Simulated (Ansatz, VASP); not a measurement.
**One calculation of CdS, two programs**

File POSCAR:

```
CdS
1.0
    2.7532440000      2.7532440000      0.0000000000
   -2.7532440000      2.7532440000      0.0000000000
    0.0000000000      2.7532440000      2.7532440000
Cd S
1 1
Direct
    0.0000000000      0.0000000000      0.0000000000
    0.5000000000      0.5000000000      0.0000000000
```

File INCAR.step1:

```
ALGO = Normal
EDIFF = 1E-4
ENCUT = 600
GGA = PE
ISMEAR = -1
LASPH = True
LCHARG = False
LREAL = False
LWAVE = True
NELM = 80
PREC = Accurate
SIGMA = 0.1
```

INCAR.step2

```
ALGO = Normal
EDIFF = 1E-6
EDIFFG = -0.002
ENCUT = 600
IBRION = 2
ISIF = 3
ISMEAR = -1
ISTART = 1
LASPH = True
LCHARG = False
LMIXTAU = True
LREAL = False
LWAVE = False
METAGGA = R2SCAN
NELM = 80
NSW = 100
PREC = Accurate
SIGMA = 0.1
```

File KPOINTS:

```
k-points
0
Gamma
  12 12 12
```

Input for Ansatz:

```yaml
crystal:
  lattice:
    - [2.753244, 2.753244, 0.0]
    - [-2.753244, 2.753244, 0.0]
    - [0.0, 2.753244, 2.753244]
  atoms:
    - { symbol: Cd, position: [0.0, 0.0, 0.0] }
    - { symbol: S, position: [0.5, 0.5, 0.0] }
kpoints:
  mp_grid: { grid: [12, 12, 12] }
scf:
  occupations: { method: fermi_dirac, width: 0.1 }
hamiltonian:
  xc: r2scan
  pseudopotentials: { kind: paw }
relax:
  f_tol: 0.002
  max_steps: 80
  cell: {}
output:
  forces: true
  stress: true
  write_density: true
  write_potential: true
  elf: true
  volumetric_format: npy
```

Alike in both runs: task relaxation of cell and atoms; functional r2SCAN; k mesh 12 × 12 × 12; occupations fermi-dirac, width 0.1 eV; no spin polarisation.

```csv
,VASP,Ansatz
version,VASP 6.6.1,Ansatz 0.2.0
potentials or method,"VASP PAW PBE potentials, release 64 (Cd, S)","PAW with Ansatz's default frozen-core files, scalar-relativistic"
plane-wave cutoff (eV),600,500
valence electrons in the cell,18,26
```

```tsv
	VASP	Ansatz	Ansatz less VASP
relaxed volume (Å³/atom)	20.38	20.28	-0.101
relaxed cell length with the largest relative difference (Å)	3.863	3.856	-0.0064
```

VASP's potentials were made for PBE, not for r2SCAN. VASP's potentials hold 18 valence electrons a cell and Ansatz's 26, so a difference there can come from the potentials and not from the codes.
